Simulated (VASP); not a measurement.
A run of VASP 6.6.1 is set up as follows.

File INCAR:

```
SYSTEM = GaBiSe3
PREC     = Accurate       ! precision mode
ENCUT    = 500            ! plane-wave cutoff, eV
EDIFF    = 1E-6           ! SCF threshold, eV
ISMEAR   = 0              ! smearing method
SIGMA    = 0.1            ! smearing width, eV
LREAL    = .False.        ! projectors in reciprocal space
LASPH    = .True.         ! aspherical terms in the spheres
NELM     = 120            ! most SCF steps
ALGO     = Normal         ! electronic algorithm
ISIF     = 2              ! what is computed and relaxed
LWAVE    = .False.        ! write WAVECAR
LCHARG   = .False.        ! write CHGCAR
GGA      = PE             ! functional
NBANDS   = 57             ! bands
GGA_COMPAT= .False.
```

KPOINTS

```
regular mesh
0
Gamma
  6 6 6
  0 0 0
```

The input POSCAR:

```
GaBiSe3
1.0
    6.6537714840      0.0000000000      0.0000000000
   -3.3268857420      5.7623351362      0.0000000000
    0.0000000000      0.0000000000      6.3409794598
Ga Bi Se
2 2 6
Direct
    0.0000000000      0.0000000000      0.0000000000
    0.0000000000      0.0000000000      0.5000000000
    0.3333333333      0.6666666667      0.7500000000
    0.6666666667      0.3333333333      0.2500000000
    0.8247083271      0.6494166543      0.7500000000
    0.3505833457      0.1752916729      0.7500000000
    0.8247083271      0.1752916729      0.7500000000
    0.1752916729      0.3505833457      0.2500000000
    0.6494166543      0.8247083271      0.2500000000
    0.1752916729      0.8247083271      0.2500000000
```

Potentials or basis: VASP PAW PBE potentials, release 64 (Ga_d, Bi_d, Se).

Run with:

```bash
$ cat potpaw_PBE.64/Ga_d/POTCAR potpaw_PBE.64/Bi_d/POTCAR potpaw_PBE.64/Se/POTCAR > POTCAR
$ mpirun -np 1 vasp_std > vasp.out
```

Question: Estimate the largest force.

Answer: 0.018 eV/Å.

Question: What does it give for the pressure?

Answer: 0.1 GPa.

Question: What does it give for the band gap on the k mesh?

Answer: Zero (bands 46 and 47 overlap by 0.66 eV).

Forces on the atoms (eV/Å):
```
Ga   0.000  0.000  0.000
Ga   0.000  0.000  0.000
Bi   0.000  0.000  0.000
Bi   0.000  0.000  0.000
Se   0.000 -0.018  0.000
Se   0.016  0.009  0.000
Se  -0.016  0.009  0.000
Se   0.000  0.018  0.000
Se  -0.016 -0.009  0.000
Se   0.016 -0.009  0.000
```

Caveat: spin-orbit coupling is left out, which moves the levels of the heavy elements.
